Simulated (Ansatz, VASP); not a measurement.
**One calculation of BN, two programs**

File INCAR:

```
SYSTEM = BN
PREC     = Accurate       ! precision mode
ENCUT    = 520            ! plane-wave cutoff, eV
EDIFF    = 1E-8           ! SCF threshold, eV
ISMEAR   = -1             ! smearing method
SIGMA    = 0.02           ! smearing width, eV
LREAL    = .False.        ! projectors in reciprocal space
LASPH    = .True.         ! aspherical terms in the spheres
NELM     = 120            ! most SCF steps
ALGO     = Normal         ! electronic algorithm
ISIF     = 2              ! what is computed and relaxed
LWAVE    = .False.        ! write WAVECAR
LCHARG   = .False.        ! write CHGCAR
GGA      = CA             ! functional
LEFG     = .True.       
NBANDS   = 16             ! bands
GGA_COMPAT= .False.
```

The input KPOINTS:

```
Automatic mesh
0
Gamma
  13 13 4
  0 0 0
```

The input POSCAR:

```
BN
1.0
    2.4982400000      0.0000000000      0.0000000000
   -1.2491200000      2.1635393048      0.0000000000
    0.0000000000      0.0000000000      6.6357000000
B N
2 2
Direct
    0.3333333333      0.6666666667      0.2500000000
    0.6666666667      0.3333333333      0.7500000000
    0.3333333333      0.6666666667      0.7500000000
    0.6666666667      0.3333333333      0.2500000000
```

Input for Ansatz:

```yaml
crystal:
  lattice:
    - [2.49824, 0.0, 0.0]
    - [-1.24912, 2.1635393048, 0.0]
    - [0.0, 0.0, 6.6357]
  atoms:
    - { symbol: B, position: [0.3333333333, 0.6666666667, 0.25] }
    - { symbol: B, position: [0.6666666667, 0.3333333333, 0.75] }
    - { symbol: "N", position: [0.3333333333, 0.6666666667, 0.75] }
    - { symbol: "N", position: [0.6666666667, 0.3333333333, 0.25] }
kpoints:
  mp_grid: { grid: [13, 13, 4] }
scf:
  occupations: { method: fermi_dirac, width: 0.02 }
hamiltonian:
  xc: lda
  pseudopotentials: { kind: paw }
output:
  forces: true
  stress: true
  populations: true
  efg:
    quadrupole_moments_barn: { B: 0.04059, "N": 0.02044 }
    contact_densities: true
```

Alike in both runs: task electric field gradients; functional LDA; k mesh 13 × 13 × 4; occupations fermi-dirac, width 0.02 eV; no spin polarisation.

```csv
,VASP,Ansatz
version,VASP 6.6.1,Ansatz 0.2.0
potentials or method,"VASP PAW LDA potentials, release 64 (B, N)","plane-wave PAW, scalar-relativistic"
plane-wave cutoff (eV),520,420
valence electrons in the cell,16,16
```

```tsv
	VASP	Ansatz	Ansatz less VASP
gap on the k mesh at the Fermi level (eV)	4.10	4.12	+0.015
pressure (GPa)	-2.5	-2.9	-0.45
traceless stress, the component that is largest in VASP (GPa)	1.78	2.39	+0.604
size of Vzz on the site where it differs most (V/Å²)	35.2	28.6	-6.66
```

LDA's correlation is that of Perdew and Zunger in VASP and of Perdew and Wang (1992) in Ansatz.
